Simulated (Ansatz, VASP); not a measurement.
**As3Pt: VASP beside Ansatz**

POSCAR

```
As3Pt
1.0
    4.2330406847      0.0000000000      0.0000000000
    0.0000000000      4.2330406847      0.0000000000
    0.0000000000      0.0000000000      4.2330406847
As Pt
3 1
Direct
    0.0000000000      0.5000000000      0.5000000000
    0.5000000000      0.0000000000      0.5000000000
    0.5000000000      0.5000000000      0.0000000000
    0.0000000000      0.0000000000      0.0000000000
```

The input INCAR.step1:

```
  PREC = Accurate
  ENCUT = 520
  ISMEAR = 0
  SIGMA = 0.1
  LREAL = F
  LASPH = T
  NELM = 80
  NBANDS = 20
  GGA = PE
  ALGO = Normal
  EDIFF = 1E-4
  LWAVE = T
  LCHARG = F
```

INCAR.step2

```
  PREC = Accurate
  ENCUT = 520
  EDIFF = 1E-6
  ISMEAR = 0
  SIGMA = 0.1
  LREAL = F
  LASPH = T
  NELM = 80
  ALGO = Normal
  ISIF = 2
  LWAVE = F
  LCHARG = F
  METAGGA = R2SCAN
  LMIXTAU = T
  NBANDS = 20
  ISTART = 1
```

KPOINTS

```
Automatic mesh
0
Gamma
  4 4 4
```

Input for Ansatz:

```yaml
crystal:
  lattice:
    - [4.2330406847, 0.0, 0.0]
    - [0.0, 4.2330406847, 0.0]
    - [0.0, 0.0, 4.2330406847]
  atoms:
    - { symbol: As, position: [0.0, 0.5, 0.5] }
    - { symbol: As, position: [0.5, 0.0, 0.5] }
    - { symbol: As, position: [0.5, 0.5, 0.0] }
    - { symbol: Pt, position: [0.0, 0.0, 0.0] }
basis:
  ecutwfc: 500
kpoints:
  mp_grid: { grid: [4, 4, 4] }
hamiltonian:
  xc: r2scan
scf:
  occupations: { method: gaussian, width: 0.1 }
  lower_state_search: "off"
output:
  forces: true
  stress: true
  eigenvalues: true
```

Alike in both runs: task single point; functional r2SCAN; k mesh 4 × 4 × 4; occupations gaussian, width 0.1 eV; no spin polarisation.

```csv
,VASP,Ansatz
version,VASP 6.6.1,Ansatz 0.2.0
potentials or method,"VASP PAW PBE potentials, release 64 (As, Pt), cutoff 520 eV","scalar-relativistic, plane waves, PAW"
valence electrons in the cell,25,63
```

|  | VASP | Ansatz | Ansatz less VASP |
| --- | --- | --- | --- |
| gap on the k mesh at the Fermi level (eV) | none | none | - |
| pressure (GPa) | -7.9 | -7.8 | +0.11 |

VASP's potentials were made for PBE, not for r2SCAN. A gap of «none» marks a metal or a gap that the smearing closes. VASP's potentials hold 25 valence electrons a cell and Ansatz's 63, so a difference there can come from the potentials and not from the codes.

The k mesh is coarse, so the values compare programs but aren't converged. Neither program's run includes spin-orbit coupling.
